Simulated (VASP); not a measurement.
# Te6Mo3H (a cell with a defect) in VASP: a series of runs, part 2 of 2

VASP 6.6.1. The steps go on from the part before.

### Step 3. Single point, PBEsol+D3(BJ)

Contents of INCAR:

```
PREC = Accurate ; ENCUT = 400
EDIFF = 1E-6 ; ISMEAR = 0
SIGMA = 0.05 ; LREAL = False
LASPH = True ; NELM = 120
ALGO = Normal ; ISIF = 2
LWAVE = False ; LCHARG = True
GGA = PS ; IVDW = 12
LELF = True ; LVHAR = True
NBANDS = 50 ; GGA_COMPAT = False
```

Contents of KPOINTS:

```
regular mesh
0
Gamma
  9 9 2
```

Contents of POSCAR:

```
Te6Mo3H
1.0
    3.4334342720      0.0000000000      0.0000000000
   -1.7167171360      2.9734413017      0.0000000000
    0.0000000000      0.0000000000     20.7704294686
Te Mo H
6 3 1
Direct
    0.0000000000      0.0000000000      0.9125759363
    0.3333333333      0.6666666667      0.5917818730
    0.3333333333      0.6666666667      0.2333053354
    0.3333333333      0.6666666667      0.7666946646
    0.3333333333      0.6666666667      0.4082181270
    0.0000000000      0.0000000000      0.0874240637
    0.0000000000      0.0000000000      0.6791511892
    0.0000000000      0.0000000000      0.3208488108
    0.3333333333      0.6666666667      0.0000000000
   -0.3023098300     -0.1094882483      0.7523436347
```

Potentials or basis: VASP PAW PBE potentials, release 64 (Te, Mo_sv, H).

On the command line:

```console
cat potpaw_PBE.64/Te/POTCAR potpaw_PBE.64/Mo_sv/POTCAR potpaw_PBE.64/H/POTCAR > POTCAR
mpirun -np 1 vasp_std > vasp.out
```

OUTCAR:

```text
PREC = Accurate
   ENCUT = 400
   EDIFF = 1E-6
   ISMEAR = 0
   LREAL = False
   LASPH = True
   NELM = 120
   ISIF = 2
   GGA = PS
   IVDW = 12
 IVDW          = 12

 ion  position               nearest neighbor table
   1  0.000  0.000  0.913-   9 2.69   9 2.69   9 2.69   4 3.62   4 3.62   4 3.62   6 3.63
   2  0.333  0.667  0.592-   7 2.69   7 2.69   7 2.69   4 3.63
   3  0.333  0.667  0.233-   8 2.69   8 2.69   8 2.69   6 3.62   6 3.62   6 3.62   5 3.63
   4  0.333  0.667  0.767-  10 1.13   7 2.69   7 2.69   7 2.69   1 3.62   1 3.62   1 3.62   2 3.63

   5  0.333  0.667  0.408-   8 2.69   8 2.69   8 2.69   3 3.63
   6  0.000  0.000  0.087-   9 2.69   9 2.69   9 2.69   3 3.62   3 3.62   3 3.62   1 3.63
   7  0.000  0.000  0.679-  10 1.77   2 2.69   2 2.69   2 2.69   4 2.69   4 2.69   4 2.69
   8  0.000  0.000  0.321-   5 2.69   5 2.69   5 2.69   3 2.69   3 2.69   3 2.69
   9  0.333  0.667  0.000-   1 2.69   6 2.69   1 2.69   6 2.69   1 2.69   6 2.69
  10  0.698  0.891  0.752-   4 1.13   7 1.77

 -----------------------------------------------------------------------------
[... 1490 lines left out ...]
     49      12.0297      0.00000
     50      12.2693      0.00000

 [... further k-points ...]

------------------------ aborting loop because EDIFF is reached ----------------------------------------

 Edisp (eV)   -5.04295

 E8    (eV) :    -3.4315

  FORCE on cell =-STRESS in cart. coord.  units (eV):
  Direction    XX          YY          ZZ          XY          YZ          ZX
  --------------------------------------------------------------------------------------
  -------------------------------------------------------------------------------------
  Total      22.96271    13.65228     7.49106    16.56854    -6.28395    -8.87775
  in kB     173.50025   103.15309    56.60050   125.18759   -47.47993   -67.07795
  external pressure =      111.08 kB  Pullay stress =        0.00 kB

 VOLUME and BASIS-vectors are now :
 -----------------------------------------------------------------------------
  energy-cutoff  :      400.00
  volume of cell :      212.05
      direct lattice vectors                 reciprocal lattice vectors
     3.433434272  0.000000000  0.000000000     0.291253573  0.168155329  0.000000000
    -1.716717136  2.973441302  0.000000000     0.000000000  0.336310658  0.000000000
     0.000000000  0.000000000 20.770429469     0.000000000  0.000000000  0.048145369

 POSITION                                       TOTAL-FORCE (eV/Angst)
 -----------------------------------------------------------------------------------
      0.00000      0.00000     18.95459        -0.031111     -0.016809     -0.006844
     -0.00000      1.98229     12.29156         0.047726      0.019693     -0.589804
     -0.00000      1.98229      4.84585        -0.000749     -0.000417     -0.030103
     -0.00000      1.98229     15.92458       -23.976203    -18.241765      9.567983
     -0.00000      1.98229      8.47887         0.001104      0.000922      0.073879
      0.00000      0.00000      1.81584        -0.004501     -0.002452      0.050973
      0.00000      0.00000     14.10626         0.952633      0.470068     -2.028124
      0.00000      0.00000      6.66417        -0.001036     -0.000352     -0.015087
     -0.00000      1.98229      0.00000         0.005273      0.004507     -0.038650
      0.86672      2.64788     15.62650        23.006865     17.766604     -6.984222
 -----------------------------------------------------------------------------------
    total drift:                                0.000021      0.000037     -0.000002

  FREE ENERGIE OF THE ION-ELECTRON SYSTEM (eV)
  ---------------------------------------------------
  free  energy   TOTEN  =       -58.6745147088 eV

  energy  without entropy=      -58.6677414272  energy(sigma->0) =      -58.67112807
```

OSZICAR:

```text
N       E                     dE             d eps       ncg     rms          rms(c)
DAV:   1     0.543751365171E+03    0.54375E+03   -0.36004E+04  9904   0.115E+03
DAV:   2    -0.217731053492E+02   -0.56552E+03   -0.54485E+03 10028   0.308E+02
DAV:   3    -0.552169586713E+02   -0.33444E+02   -0.32426E+02 10008   0.649E+01
DAV:   4    -0.562381137428E+02   -0.10212E+01   -0.10083E+01 10230   0.108E+01
[... 10 lines left out ...]
DAV:  15    -0.536315758008E+02    0.69792E-04   -0.28735E-04  9454   0.775E-02    0.188E-01
DAV:  16    -0.536315809618E+02   -0.51610E-05   -0.54294E-05  9962   0.328E-02    0.117E-01
DAV:  17    -0.536315711476E+02    0.98142E-05   -0.25780E-05  9990   0.266E-02    0.531E-02
DAV:  18    -0.536315699656E+02    0.11820E-05   -0.45809E-06  8282   0.901E-03    0.353E-02
DAV:  19    -0.536315690880E+02    0.87757E-06   -0.20727E-06  6380   0.561E-03
   1 F= -.58674515E+02 E0= -.58671128E+02  d E =-.677328E-02
```

Wall time 8 min (1 thread of Intel Xeon Platinum 8488C (Sapphire Rapids), shared host); peak memory 0.59 GiB.

Results:

```yaml
Free_energy: -58.6745 eV
Pressure: 11.1 GPa
Largest_force: 31.610 eV/Å
Band_gap_on_the_k_mesh: zero (an odd number of electrons rules out a gap without spin polarisation)
Dispersion_energy_per_atom: -0.504 eV
```

Forces on the atoms (eV/Å):
```
Te   -0.031  -0.017  -0.007
Te    0.048   0.020  -0.590
Te   -0.001   0.000  -0.030
Te  -23.976 -18.242   9.568
Te    0.001   0.001   0.074
Te   -0.005  -0.002   0.051
Mo    0.953   0.470  -2.028
Mo   -0.001   0.000  -0.015
Mo    0.005   0.005  -0.039
H    23.007  17.767  -6.984
```

Caveat: atoms lie so close that the PAW spheres overlap strongly, which falsifies energies and pressures; the PAW data sets were made with another functional, which shifts forces and pressure a little; spin-orbit coupling is left out, which moves the levels of the heavy elements.

### Step 4. Single point, PBEsol+D3(BJ)

Contents of INCAR:

```
SYSTEM = Te6Mo3H
PREC = Accurate
ENCUT = 400
EDIFF = 1E-6
ISMEAR = 0
SIGMA = 0.05
LREAL = .False.
LASPH = .True.
NELM = 120
ALGO = Normal
ISIF = 2
LWAVE = .False.
LCHARG = .False.
GGA = PS
IVDW = 12
NBANDS = 50
GGA_COMPAT = .False.
```

Contents of KPOINTS:

```
Automatic mesh
0
Gamma
  9 9 2
  0 0 0
```

Edit POSCAR of step 3 so:

```diff
@@ -17,2 +17,2 @@
     0.3333333333      0.6666666667      0.0000000000
-   -0.3023098300     -0.1094882483      0.7523436347
+    0.2810235033      0.4738450850      0.1690103014
```

On the command line:

```console
cat potpaw_PBE.64/Te/POTCAR potpaw_PBE.64/Mo_sv/POTCAR potpaw_PBE.64/H/POTCAR > POTCAR
mpirun -np 1 vasp_std > vasp.out
```

Wall time 12 min (1 thread of Intel Xeon Platinum 8259CL at 2.50GHz (Skylake/Cascade Lake), shared host); peak memory 0.59 GiB.

It converged, with:

| Item | Value |
| --- | --- |
| Free energy | -64.5126 eV |
| Pressure | 3.3 GPa |
| Largest force | 6.679 eV/Å |
| Band gap on the k mesh | zero (an odd number of electrons rules out a gap without spin polarisation) |
| Dispersion energy per atom | -0.504 eV |

Forces in eV/Å, atoms in the order of the input:
```
Te  -0.008  0.008 -0.118
Te   0.000  0.000 -0.063
Te  -0.669  2.786  6.033
Te   0.001  0.000  0.040
Te  -0.038  0.016  0.254
Te   0.012 -0.248 -0.372
Mo   0.001  0.000  0.010
Mo  -0.101  0.087 -0.212
Mo  -0.023 -0.041  0.034
H    0.825 -2.607 -5.606
```

Stress tensor (GPa, compression positive):
```
 1.32 -0.32 -0.98
-0.32  1.54  3.48
-0.98  3.48  7.02
```

Levels at points of the mesh, in eV from the Fermi level:
| k point | band 37 | band 38 | band 39 | band 40 | band 41 | band 42 |
| --- | --- | --- | --- | --- | --- | --- |
| (0.00, 0.00, 0.00) | -1.52 | -1.28 | -0.52 | 0.75 | 1.68 | 2.30 |
| (0.00, 0.00, 0.50) | -1.40 | -1.33 | -0.52 | 0.75 | 1.68 | 2.30 |

Caveat: the PAW data sets were made with another functional, which shifts forces and pressure a little; spin-orbit coupling is left out, which moves the levels of the heavy elements.

### Step 5. Single point, PBEsol+D3(BJ)

Contents of INCAR:

```
SYSTEM = Te6Mo3H
PREC     = Accurate       ! precision mode
ENCUT    = 400            ! plane-wave cutoff, eV
EDIFF    = 1E-6           ! SCF threshold, eV
ISMEAR   = 0              ! smearing method
SIGMA    = 0.05           ! smearing width, eV
LREAL    = .False.        ! projectors in reciprocal space
LASPH    = .True.         ! aspherical terms in the spheres
NELM     = 120            ! most SCF steps
ALGO     = Normal         ! electronic algorithm
ISIF     = 2              ! what is computed and relaxed
LWAVE    = .False.        ! write WAVECAR
LCHARG   = .False.        ! write CHGCAR
GGA      = PS             ! functional
IVDW     = 12             ! dispersion correction
NBANDS   = 50             ! bands
GGA_COMPAT= .False.
```

Contents of KPOINTS:

```
regular mesh
0
Gamma
  9 9 2
  0 0 0
```

Edit POSCAR of step 4 so:

```diff
@@ -17,2 +17,2 @@
     0.3333333333      0.6666666667      0.0000000000
-    0.2810235033      0.4738450850      0.1690103014
+   -0.3856431633     -0.5261549150      0.8356769680
```

On the command line:

```console
cat potpaw_PBE.64/Te/POTCAR potpaw_PBE.64/Mo_sv/POTCAR potpaw_PBE.64/H/POTCAR > POTCAR
mpirun -np 1 vasp_std > vasp.out
```

Run time: 13 min. Hardware: 1 thread of Intel Xeon Platinum 8259CL at 2.50GHz (Skylake/Cascade Lake), shared host; peak memory 0.59 GiB.

The run converged. Its results:

```yaml
Free_energy: -65.7345 eV
Pressure: 0.2 GPa
Largest_force: 0.206 eV/Å
Band_gap_on_the_k_mesh: zero (an odd number of electrons rules out a gap without spin polarisation)
Dispersion_energy_per_atom: -0.505 eV
```

Forces on the atoms (eV/Å):
```
Te   0.068 -0.032  0.187
Te  -0.035  0.021 -0.183
Te   0.001 -0.001 -0.045
Te   0.138 -0.098 -0.076
Te   0.000  0.000  0.046
Te  -0.002  0.010  0.140
Mo  -0.146  0.114  0.090
Mo   0.003 -0.002  0.000
Mo  -0.080  0.085 -0.092
H    0.054 -0.098 -0.068
```

Stress tensor (GPa, compression positive):
```
-0.27  0.27  0.22
 0.27  0.00 -0.04
 0.22 -0.04  0.83
```

Levels at points of the mesh, in eV from the Fermi level:
| k point | band 35 | band 36 | band 37 | band 38 | band 39 | band 40 | band 41 | band 42 | band 43 | band 44 |
| --- | --- | --- | --- | --- | --- | --- | --- | --- | --- | --- |
| (0.00, 0.00, 0.00) | -1.18 | -1.18 | -0.96 | -0.42 | -0.12 | 1.74 | 2.58 | 2.74 | 2.83 | 2.92 |
| (0.00, 0.00, 0.50) | -1.18 | -1.18 | -0.90 | -0.43 | -0.12 | 1.74 | 2.58 | 2.74 | 2.85 | 2.91 |

Caveat: the PAW data sets were made with another functional, which shifts forces and pressure a little; spin-orbit coupling is left out, which moves the levels of the heavy elements.

### Step 6. Single point, PBEsol+D3(BJ)

Contents of INCAR:

```
SYSTEM = Te6Mo3H
PREC = Accurate
ENCUT = 400
EDIFF = 1E-6
ISMEAR = 0
SIGMA = 0.05
LREAL = .FALSE.
LASPH = .TRUE.
NELM = 120
ALGO = Normal
ISIF = 2
LWAVE = .FALSE.
LCHARG = .FALSE.
GGA = PS
IVDW = 12
NBANDS = 50
GGA_COMPAT = .FALSE.
```

Contents of KPOINTS:

```
Automatic mesh
0
G
  9 9 2
  0 0 0
```

Edit POSCAR of step 5 so:

```diff
@@ -17,2 +17,2 @@
     0.3333333333      0.6666666667      0.0000000000
-   -0.3856431633     -0.5261549150      0.8356769680
+    0.0310235033      0.1405117517      0.4190103014
```

Potentials or basis: VASP PAW PBE potentials, release 64 (Te, Mo_sv, H).

On the command line:

```console
cat potpaw_PBE.64/Te/POTCAR potpaw_PBE.64/Mo_sv/POTCAR potpaw_PBE.64/H/POTCAR > POTCAR
mpirun -np 1 vasp_std > vasp.out
```

It took 10 min on 1 thread of AMD EPYC 9R45 (Zen 5), shared host; peak memory 0.57 GiB.

The run converged. Its results:

* Free energy: -64.5530 eV
* Pressure: 3.5 GPa
* Largest force: 3.469 eV/Å
* Band gap on the k mesh: zero (an odd number of electrons rules out a gap without spin polarisation)
* Dispersion energy per atom: -0.503 eV

Forces in eV/Å, atoms in the order of the input:
```
Te   0.000  0.001 -0.048
Te   0.000 -0.005 -0.100
Te  -0.015  0.029 -0.308
Te   0.000  0.000  0.033
Te  -0.028  3.240  1.239
Te   0.002 -0.003  0.042
Mo   0.000 -0.006  0.005
Mo   0.191 -0.828 -1.261
Mo   0.001 -0.005  0.008
H   -0.151 -2.423  0.391
```

Stress tensor (GPa, compression positive):
```
 2.04  0.57 -0.26
 0.57  6.17  0.64
-0.26  0.64  2.35
```

Levels at points of the mesh, in eV from the Fermi level:
| k point | band 35 | band 36 | band 37 | band 38 | band 39 | band 40 | band 41 | band 42 | band 43 | band 44 |
| --- | --- | --- | --- | --- | --- | --- | --- | --- | --- | --- |
| (0.00, 0.00, 0.00) | -1.52 | -1.47 | -1.47 | -0.84 | -0.41 | 0.26 | 1.81 | 2.18 | 2.35 | 2.57 |
| (0.00, 0.00, 0.50) | -1.50 | -1.47 | -1.47 | -0.84 | -0.41 | 0.26 | 1.81 | 2.18 | 2.35 | 2.58 |

Caveat: the PAW data sets were made with another functional, which shifts forces and pressure a little; spin-orbit coupling is left out, which moves the levels of the heavy elements.

### Step 7. Single point, PBEsol+D3(BJ)

Contents of INCAR:

```
SYSTEM = Te6Mo3H
ALGO     = Normal         ! electronic algorithm
EDIFF    = 1E-6           ! SCF threshold, eV
ENCUT    = 400            ! plane-wave cutoff, eV
GGA      = PS             ! functional
GGA_COMPAT= .FALSE.      
ISIF     = 2              ! what is computed and relaxed
ISMEAR   = 0              ! smearing method
IVDW     = 12             ! dispersion correction
LASPH    = .TRUE.         ! aspherical terms in the spheres
LCHARG   = .FALSE.        ! write CHGCAR
LREAL    = .FALSE.        ! projectors in reciprocal space
LWAVE    = .FALSE.        ! write WAVECAR
NBANDS   = 50             ! bands
NELM     = 120            ! most SCF steps
PREC     = Accurate       ! precision mode
SIGMA    = 0.05           ! smearing width, eV
```

Contents of KPOINTS:

```
k-points
0
G
  9 9 2
  0 0 0
```

Edit POSCAR of step 6 so:

```diff
@@ -17,2 +17,2 @@
     0.3333333333      0.6666666667      0.0000000000
-    0.0310235033      0.1405117517      0.4190103014
+   -0.1356431633     -0.5261549150      0.5856769680
```

Potentials or basis: VASP PAW PBE potentials, release 64 (Te, Mo_sv, H).

On the command line:

```console
cat potpaw_PBE.64/Te/POTCAR potpaw_PBE.64/Mo_sv/POTCAR potpaw_PBE.64/H/POTCAR > POTCAR
mpirun -np 1 vasp_std > vasp.out
```

OUTCAR:

```text
SYSTEM = Te6Mo3H
   EDIFF = 1E-6
   ENCUT = 400
   GGA = PS
   ISIF = 2
   ISMEAR = 0
   IVDW = 12
   LASPH = .TRUE.
   LREAL = .FALSE.
   NELM = 120
   PREC = Accurate
 IVDW          = 12

 ion  position               nearest neighbor table
   1  0.000  0.000  0.913-   9 2.69   9 2.69   9 2.69   4 3.62   4 3.62   4 3.62   6 3.63
   2  0.333  0.667  0.592-  10 1.41  10 2.23   7 2.69   7 2.69   7 2.69   4 3.63
   3  0.333  0.667  0.233-   8 2.69   8 2.69   8 2.69   6 3.62   6 3.62   6 3.62   5 3.63
   4  0.333  0.667  0.767-   7 2.69   7 2.69   7 2.69   1 3.62   1 3.62   1 3.62   2 3.63
[... 1500 lines left out ...]
  external pressure =       49.69 kB  Pullay stress =        0.00 kB

 VOLUME and BASIS-vectors are now :
 -----------------------------------------------------------------------------
  energy-cutoff  :      400.00
  volume of cell :      212.05
      direct lattice vectors                 reciprocal lattice vectors
     3.433434272  0.000000000  0.000000000     0.291253573  0.168155329  0.000000000
    -1.716717136  2.973441302  0.000000000     0.000000000  0.336310658  0.000000000
     0.000000000  0.000000000 20.770429469     0.000000000  0.000000000  0.048145369

 POSITION                                       TOTAL-FORCE (eV/Angst)
 -----------------------------------------------------------------------------------
      0.00000      0.00000     18.95459         0.008776      0.009791     -0.037437
     -0.00000      1.98229     12.29156         6.858811      2.986616     -1.037760
     -0.00000      1.98229      4.84585        -0.000487     -0.001140     -0.036933
     -0.00000      1.98229     15.92458         0.016495      0.004134     -0.190691
     -0.00000      1.98229      8.47887        -0.009098     -0.005283      0.076591
      0.00000      0.00000      1.81584        -0.000405      0.000376      0.055128
      0.00000      0.00000     14.10626         0.306538      0.326897      2.593589
      0.00000      0.00000      6.66417        -0.005928     -0.002548      0.002596
     -0.00000      1.98229      0.00000         0.000002     -0.000910     -0.003752
      2.15425      1.40895     12.16476        -7.174705     -3.317934     -1.421331
 -----------------------------------------------------------------------------------
    total drift:                                0.000036      0.000045     -0.000031

  FREE ENERGIE OF THE ION-ELECTRON SYSTEM (eV)
  ---------------------------------------------------
  free  energy   TOTEN  =       -63.7826430994 eV

  energy  without entropy=      -63.7793900980  energy(sigma->0) =      -63.78101660
```

OSZICAR:

```text
N       E                     dE             d eps       ncg     rms          rms(c)
DAV:   1     0.533680161186E+03    0.53368E+03   -0.35964E+04  9928   0.115E+03
DAV:   2    -0.269149634380E+02   -0.56060E+03   -0.54014E+03 10022   0.307E+02
DAV:   3    -0.600024505249E+02   -0.33087E+02   -0.32123E+02  9982   0.644E+01
DAV:   4    -0.610062838983E+02   -0.10038E+01   -0.99442E+00 10178   0.106E+01
[... 10 lines left out ...]
DAV:  15    -0.587504033036E+02   -0.18125E-05   -0.10636E-04  9616   0.373E-02    0.168E-01
DAV:  16    -0.587503986605E+02    0.46431E-05   -0.23706E-05  9424   0.200E-02    0.913E-02
DAV:  17    -0.587503940651E+02    0.45955E-05   -0.89459E-06 10438   0.198E-02    0.590E-02
DAV:  18    -0.587503927737E+02    0.12914E-05   -0.46975E-06  8396   0.889E-03    0.350E-02
DAV:  19    -0.587503921447E+02    0.62901E-06   -0.83565E-07  4674   0.375E-03
   1 F= -.63782643E+02 E0= -.63781017E+02  d E =-.325300E-02
```

stdout:

```text
POSCAR found type information on POSCAR TeMoH
 POSCAR found :  3 types and      10 ions
 scaLAPACK will be used
 -----------------------------------------------------------------------------
|                                                                             |
|                                                                             |
|     You enforced a specific xc type in the INCAR file but a different       |
|     I HOPE YOU KNOW WHAT YOU ARE DOING!                                     |
|                                                                             |
 -----------------------------------------------------------------------------

 LDA part: xc-table for (Slater+PW92), standard interpolation
 POSCAR, INCAR and KPOINTS ok, starting setup
 FFT: planning ... GRIDC
 FFT: planning ... GRID_SOFT
 FFT: planning ... GRID
 WAVECAR not read
 entering main loop
```

Run time: 8.9 min. Hardware: 1 thread of AMD EPYC 9R45 (Zen 5), shared host; peak memory 0.56 GiB.

Results:

| Property | Result |
| --- | --- |
| Free energy | -63.7826 eV |
| Pressure | 5.0 GPa |
| Largest force | 8.032 eV/Å |
| Band gap on the k mesh | zero (an odd number of electrons rules out a gap without spin polarisation) |
| Dispersion energy per atom | -0.503 eV |

Forces in eV/Å, atoms in the order of the input:
```
Te   0.009  0.010 -0.037
Te   6.859  2.987 -1.038
Te   0.000 -0.001 -0.037
Te   0.016  0.004 -0.191
Te  -0.009 -0.005  0.077
Te   0.000  0.000  0.055
Mo   0.307  0.327  2.594
Mo  -0.006 -0.003  0.003
Mo   0.000 -0.001 -0.004
H   -7.175 -3.318 -1.421
```

Stress tensor (GPa, compression positive):
```
9.24 3.25 1.24
3.25 2.66 0.85
1.24 0.85 3.01
```

Caveat: the PAW data sets were made with another functional, which shifts forces and pressure a little; spin-orbit coupling is left out, which moves the levels of the heavy elements.

### Step 8. Overview

| cell | gap on the mesh (eV) | pressure (GPa) | largest force (eV/Å) |
| --- | --- | --- | --- |
| as given, atomic positions A | none | 11.7 | 35.01 |
| as given, atomic positions B | none | 11.1 | 31.61 |
| as given, atomic positions C | none | 3.3 | 6.68 |
| as given, atomic positions D | none | 0.2 | 0.21 |
| as given, atomic positions E | none | 3.5 | 3.47 |
| as given, atomic positions F | none | 5.0 | 8.03 |

Alike in all rows: task single point; level PBEsol+D3(BJ); potentials or basis VASP PAW PBE potentials, release 64 (Te, Mo_sv, H); no spin polarisation; k mesh 9 × 9 × 2; cutoff (eV) 400; smearing gaussian 0.05 eV.

Caveats: the PAW data sets were made with another functional, which shifts forces and pressure a little; spin-orbit coupling is left out, which moves the levels of the heavy elements; atoms lie so close that the PAW spheres overlap strongly, which falsifies energies and pressures (at least some runs).

Absolute energies hang on the potentials; compare differences alone.
